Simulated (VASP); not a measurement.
Set up this calculation in VASP 6.6.1, as the native input.

| Item | Value |
| --- | --- |
| Task | electric field gradients |
| Functional | PBE |
| Potentials or basis | VASP PAW PBE potentials, release 64 (Ba_sv, O_h) |
| Cutoff | 1000 eV |
| k mesh | 8 × 8 × 8 |
| Occupations | fermi-dirac, width 0.02 eV |
| Spin | no spin polarisation |
| Dipole correction | no |
| Further INCAR settings | ALGO = Normal; EDIFF = 1e-08; NBANDS = 15 |

The structure of BaO lies in POSCAR:

```
BaO
1.0
    0.0000000000      2.6943393494      2.6943393494
    2.6943393494      0.0000000000      2.6943393494
    2.6943393494      2.6943393494      0.0000000000
Ba O
1 1
Direct
    0.0000000000      0.0000000000      0.0000000000
    0.5000000000      0.5000000000      0.5000000000
```

These files were run (other wordings do the same):

INCAR

```
SYSTEM = BaO
  PREC = Accurate
  ENCUT = 1000
  EDIFF = 1E-8
  ISMEAR = -1
  SIGMA = 0.02
  LREAL = .False.
  LASPH = .True.
  NELM = 120
  ALGO = Normal
  ISIF = 2
  LWAVE = .False.
  LCHARG = .False.
  GGA = PE
  LEFG = .True.
  NBANDS = 15
  GGA_COMPAT = .False.
```

KPOINTS

```
regular mesh
0
Gamma
  8 8 8
  0 0 0
```

Potentials or basis: VASP PAW PBE potentials, release 64 (Ba_sv, O_h).

Command:

```bash
$ cat potpaw_PBE.64/Ba_sv/POTCAR potpaw_PBE.64/O_h/POTCAR > POTCAR
$ mpirun -np 1 vasp_std > vasp.out
```

Results of the run:

```yaml
Pressure: 11.3 GPa
Band_gap_on_the_k_mesh: 1.65 eV
Largest_electric_field_gradient_by_atom: under 0.05 V/Å² on every atom
```

Caveat: the cell stands under pressure; spin-orbit coupling is left out, which moves the levels of the heavy elements.

Wall time 86 s on 1 thread of Intel(R) Xeon(R) Platinum 8259CL CPU @ 2.50GHz (Skylake/Cascade Lake), on a shared host, peak memory 0.27 GiB.
